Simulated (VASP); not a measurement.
Write the native input for VASP 6.6.1 that does the following.

| Quantity | Value |
| --- | --- |
| Task | single point |
| Functional | PBE |
| Potentials or basis | VASP PAW PBE potentials, release 64 (Hf_pv, S) |
| Cutoff | 520 eV |
| k mesh | 3 × 3 × 3 |
| Occupations | gaussian, width 0.2 eV |
| Spin | no spin polarisation |
| Dipole correction | no |
| Further INCAR settings | ALGO = Normal; EDIFF = 1e-06; NBANDS = 40 |

The structure of Hf3S5 lies in POSCAR:

```
Hf3S5
1.0
    0.0000000000      5.1930276902      5.1930276902
    5.1930276902      0.0000000000      5.1930276902
    5.1930276902      5.1930276902      0.0000000000
Hf S
3 5
Direct
    0.5000000000      0.5000000000      0.5000000000
    0.2500000000      0.2500000000      0.2500000000
    0.7500000000      0.7500000000      0.7500000000
    0.1211784242      0.1211784242      0.1211784242
    0.1211784242      0.1211784242      0.6364647274
    0.1211784242      0.6364647274      0.1211784242
    0.6364647274      0.1211784242      0.1211784242
    0.0000000000      0.0000000000      0.0000000000
```

The cell was generated, and may not be a known phase.

These files were run (other wordings do the same):

INCAR

```
SYSTEM = Hf3S5
PREC = Accurate ; ENCUT = 520
EDIFF = 1E-6 ; ISMEAR = 0
SIGMA = 0.2 ; LREAL = .False.
LASPH = .True. ; NELM = 100
ALGO = Normal ; ISIF = 2
LWAVE = .False. ; LCHARG = .False.
GGA = PE ; NBANDS = 40
```

KPOINTS

```
Automatic mesh
0
Gamma
  3 3 3
  0 0 0
```

Potentials or basis: VASP PAW PBE potentials, release 64 (Hf_pv, S).

Command:

```sh
$ cat potpaw_PBE.64/Hf_pv/POTCAR potpaw_PBE.64/S/POTCAR > POTCAR
$ mpirun -np 1 vasp_std > vasp.out
```

Results of the run:

```yaml
Pressure: 0.4 GPa
Largest_force: 0.073 eV/Å
Band_gap_on_the_k_mesh: zero (bands 30 and 31 overlap by 0.01 eV)
```

Caveat: spin-orbit coupling is left out, which moves the levels of the heavy elements.

It took 3.7 min on 1 thread of Intel Xeon 8259CL (shared host), peak memory 0.42 GiB.
